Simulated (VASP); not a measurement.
# H (I4/mmm) in VASP: single point with PBEsol

Aim: the single point of H with PBEsol.

Program: VASP 6.6.1. These are calculated values, not measurements. Logs are shortened: lines on timing, memory, paths and dates and some standing lists are left out, and cuts for length are marked.

**1. The cell of the first run**

Symmetry: I4/mmm, No. 139, tetragonal system. Conventional cell: a = 3.207 Å, b = 3.207 Å, c = 13.400 Å, α = 90.00°, β = 90.00°, γ = 90.00°. Within 4.2 Å of H (site symmetry 4/mmm) lie 12 H at 3.21 to 3.71 Å. Within 3.0 Å of H (site symmetry -4m2) lie 4 H at 2.27 Å.

**2. Single point, PBEsol**

INCAR reads:

```
SYSTEM = H
ALGO = Normal
EDIFF = 1E-7
ENCUT = 520
GGA = PS
ISIF = 2
ISMEAR = 1
LASPH = .True.
LCHARG = .False.
LREAL = .False.
LWAVE = .False.
NBANDS = 8
NELM = 60
PREC = Accurate
SIGMA = 0.15
```

KPOINTS reads:

```
k-points
0
Gamma
  10 10 10
  0 0 0
```

POSCAR reads:

```
H
1.0
   -1.6033930000      1.6033930000      6.7000100000
    1.6033930000     -1.6033930000      6.7000100000
    1.6033930000      1.6033930000     -6.7000100000
H
3
Direct
    0.5000000000      0.5000000000      0.0000000000
    0.7500000000      0.2500000000      0.5000000000
    0.2500000000      0.7500000000      0.5000000000
```

Potentials or basis: VASP PAW PBE potentials, release 64 (H).

Command:

```
> cat potpaw_PBE.64/H/POTCAR > POTCAR
> mpirun -np 1 vasp_std > vasp.out
```

OUTCAR:

```text
SYSTEM = H
   EDIFF = 1E-7
   ENCUT = 520
   GGA = PS
   ISIF = 2
   ISMEAR = 1
   LASPH = .True.
   LREAL = .False.
   NELM = 60
   PREC = Accurate

 ion  position               nearest neighbor table
   1  0.500  0.500  0.000-
   2  0.750  0.250  0.500-
   3  0.250  0.750  0.500-

  LATTYP: Found a body centered tetragonal cell.
 ALAT       =     3.2067860000
 C/A-ratio  =     4.1786449111

  Lattice vectors:

 A1 = (  -1.6033930000,   1.6033930000,   6.7000100000)
 A2 = (   1.6033930000,  -1.6033930000,   6.7000100000)
 A3 = (   1.6033930000,   1.6033930000,  -6.7000100000)

Analysis of symmetry for initial positions (statically):
=====================================================================
 Subroutine PRICEL returns:
 Original cell was already a primitive cell.

 Routine SETGRP: Setting up the symmetry group for a
 body centered tetragonal supercell.

 Subroutine GETGRP returns: Found 16 space group operations
 (whereof 16 operations were pure point group operations)
 out of a pool of 16 trial point group operations.

The static configuration has the point symmetry D_4h.

Analysis of symmetry for dynamics (positions and initial velocities):
=====================================================================
 Subroutine PRICEL returns:
 Original cell was already a primitive cell.

 Routine SETGRP: Setting up the symmetry group for a
 body centered tetragonal supercell.

 Subroutine GETGRP returns: Found 16 space group operations
 (whereof 16 operations were pure point group operations)
 out of a pool of 16 trial point group operations.

The dynamic configuration has the point symmetry D_4h.

 Subroutine INISYM returns: Found 16 space group operations
 (whereof 16 operations are pure point group operations),
 and found     1 'primitive' translations

----------------------------------------------------------------------------------------

                                     Primitive cell

  volume of cell :      68.8994

  direct lattice vectors                    reciprocal lattice vectors
    -1.603393000  1.603393000  6.700010000     0.000000000  0.311838707  0.074626754
     1.603393000 -1.603393000  6.700010000     0.311838707  0.000000000  0.074626754
     1.603393000  1.603393000 -6.700010000     0.311838707  0.311838707  0.000000000

  length of vectors
     7.073321159  7.073321159  7.073321159     0.320643933  0.320643933  0.441006529

  position of ions in fractional coordinates (direct lattice)
     0.500000000  0.500000000  0.000000000
[... 87 lines left out ...]
   ISYM   =      2    0-nonsym 1-usesym 2-fastsym
   POTIM  = 0.5000    time-step for ionic-motion
   TEBEG  =    0.0;   TEEND  =   0.0 temperature during run
   PSTRESS=    0.0 pullay stress
   NELECT =       3.0000    total number of electrons
   NUPDOWN=      -1.0000    fix difference up-down
   EMIN   =  10.00;   EMAX   =-10.00  energy-range for DOS
   EFERMI =   0.00;   METHOD = LEGACY
   ISMEAR =     1;   SIGMA  =   0.15  broadening in eV -4-tet -1-fermi 0-gaus
   EFERMI_NEDOS =   21; number of points for ismear=-14 and -15
   IALGO  =     38    algorithm
   IMIX   =      4    mixing-type and parameters
     AMIX     =   0.40;   BMIX     =  1.00
     AMIX_MAG =   1.60;   BMIX_MAG =  1.00
  volume/ion in A,a.u.               =      22.97       154.99
  Fermi-wavevector in a.u.,A,eV,Ry     =   0.575939  1.088368  4.513137  0.331706
  Thomas-Fermi vector in A             =   1.618238
   LORBIT       =      0    0 simple, 1 ext, 2 COOP (PROOUT), +10 PAW based schemes
   GGA     = PS    functional components
   LHFCALC =     F    Hartree Fock is set to
   AEXX    =    0.0000 exact exchange contribution
   IVDW    =     0    specifies the selected vdW correction
   LEPSILON=     F    determine dielectric tensor
   LRPA    =     F    only Hartree local field effects (RPA)
 non-spin polarized calculation
 Methfessel and Paxton  Order N= 1 SIGMA  =   0.15
  energy-cutoff  :      520.00
  volume of cell :       68.90
 maximum number of plane-waves:      1888
 NGX is ok and might be reduce to    54
   NGX = 27   NGY = 27   NGZ = 27

 number of electron       3.0000000 magnetization

 Free energy of the ion-electron system (eV)
  ---------------------------------------------------
  ext. energy  EPLUGINS =         0.00000000
  ---------------------------------------------------
  free energy    TOTEN  =        -2.58380264 eV

  energy without entropy =       -2.58360775  energy(sigma->0) =       -2.58373768

 E-fermi :  -5.2415     XC(G=0):  -4.9369

 val. band max:       -5.2424176005   @ k =  -0.3000   0.2000   0.0000
 cond. band min:      -5.2294367167   @ k =  -0.1000   0.3000   0.1000
 fundamental gap:      0.0129808838
 Fermi energy:        -5.2414765805

 k-point     1 :       0.0000    0.0000    0.0000
  band No.  band energies     occupation
      1      -8.7581      2.00000
      2      -6.1771      2.00000
      3      -1.4658      0.00000
      4       0.0164      0.00000
      5       4.4930      0.00000
      6       8.4333      0.00000
      7       9.1168      0.00000
      8       9.1168      0.00000
[... 243 lines left out ...]
 k-point    24 :       0.4000    0.3000    0.0000
  band No.  band energies     occupation
      1      -5.9045      2.00000
      2      -4.7684     -0.00008
      3      -4.3357     -0.00000
      4       2.7032      0.00000
      5       3.7865      0.00000
      6       4.4264      0.00000
      7       5.3391      0.00000
      8       6.3310      0.00000

 [... further k-points ...]

------------------------ aborting loop because EDIFF is reached ----------------------------------------

  FORCE on cell =-STRESS in cart. coord.  units (eV):
  Direction    XX          YY          ZZ          XY          YZ          ZX
  --------------------------------------------------------------------------------------
  -------------------------------------------------------------------------------------
  Total       -3.8615171     -3.8615171     -0.3722223      0.0000000     -0.0000000     -0.0000000
  in kB      -89.7952035    -89.7952035     -8.6556076      0.0000000     -0.0000000     -0.0000000
  external PRESSURE =     -62.7486715 kB  Pullay stress =       0.0000000 kB

 VOLUME and BASIS-vectors are now :
 -----------------------------------------------------------------------------
  energy-cutoff  :      520.00
  volume of cell :       68.90
      direct lattice vectors                 reciprocal lattice vectors
    -1.603393000  1.603393000  6.700010000     0.000000000  0.311838707  0.074626754
     1.603393000 -1.603393000  6.700010000     0.311838707  0.000000000  0.074626754
     1.603393000  1.603393000 -6.700010000     0.311838707  0.311838707  0.000000000

 POSITION                                       TOTAL-FORCE (eV/Angst)
 -----------------------------------------------------------------------------------
      0.00000      0.00000      6.70001        -0.000000      0.000000     -0.000000
      0.00000      1.60339      3.35000         0.000000      0.000000     -0.000000
      1.60339      0.00000      3.35000        -0.000000     -0.000000      0.000000
 -----------------------------------------------------------------------------------
    total drift:                                0.000000      0.000000     -0.000000

  FREE ENERGIE OF THE ION-ELECTRON SYSTEM (eV)
  ---------------------------------------------------
  free  energy   TOTEN  =        -2.5838026419 eV

  energy  without entropy=       -2.5836077452  energy(sigma->0) =       -2.58373768
```

stdout:

```text
POSCAR found type information on POSCAR H
 POSCAR found :  1 types and       3 ions
 scaLAPACK will be used
 -----------------------------------------------------------------------------
|                                                                             |
|                                                                             |
|     You enforced a specific xc type in the INCAR file but a different       |
|     I HOPE YOU KNOW WHAT YOU ARE DOING!                                     |
|                                                                             |
 -----------------------------------------------------------------------------

 LDA part: xc-table for (Slater+PW92), standard interpolation
 POSCAR, INCAR and KPOINTS ok, starting setup
 FFT: planning ... GRIDC
 FFT: planning ... GRID_SOFT
 FFT: planning ... GRID
 WAVECAR not read
 entering main loop
```

It took 5.5 min on 1 thread of AMD EPYC 7R13 (Zen 3), shared host; peak memory 0.35 GiB.

What came out:

| Property | Result |
| --- | --- |
| Free energy | -2.5838 eV |
| Pressure | -6.3 GPa |

Stress tensor (GPa, compression positive):
```
-8.98  0.00  0.00
 0.00 -8.98  0.00
 0.00  0.00 -0.87
```

Caveat: the PAW data sets were made with another functional, which shifts forces and pressure a little.
